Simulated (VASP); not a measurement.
Input of a VASP 6.6.1 run:

The input INCAR:

```
PREC = Accurate
ENCUT = 500
EDIFF = 1E-6
ISMEAR = 0
SIGMA = 0.15
LREAL = False
LASPH = True
NELM = 120
ALGO = Normal
ISIF = 2
LWAVE = False
LCHARG = False
GGA = PE
NBANDS = 18
GGA_COMPAT = False
```

The input KPOINTS:

```
regular mesh
0
Gamma
  3 3 3
```

POSCAR

```
HfH3Cl
1.0
    3.8655492786      0.0000000000      0.0000000000
    0.0000000000      2.7283441595      2.7381209760
    0.0000000000     -2.7283441595      2.7381209760
Hf H Cl
1 3 1
Direct
    0.0000000000      0.5023184020      0.5023184020
    0.0000000000      0.5028528162      0.0022962089
    0.5000000000      0.5019683109      0.5019683109
    0.0000000000      0.0022962089      0.5028528162
    0.5000000000      0.0022652120      0.0022652120
```

Potentials or basis: VASP PAW PBE potentials, release 64 (Hf_pv, H, Cl).

Command:

```bash
$ cat potpaw_PBE.64/Hf_pv/POTCAR potpaw_PBE.64/H/POTCAR potpaw_PBE.64/Cl/POTCAR > POTCAR
$ mpirun -np 1 vasp_std > vasp.out
```

Estimate the pressure.

-0.9 GPa.

Predict the band gap on the k mesh.

2.78 eV, indirect (least direct gap 2.79 eV).

Forces on the atoms (eV/Å):
```
Hf   0.000  0.000 -0.001
H    0.000 -0.002 -0.001
H    0.000  0.000  0.001
H    0.000  0.002 -0.001
Cl   0.000  0.000  0.003
```

Caveat: the k points lie up to 0.54 Å⁻¹ apart; spin-orbit coupling is left out, which moves the levels of the heavy elements. As with any semilocal functional, this PBE gap is likely too small.
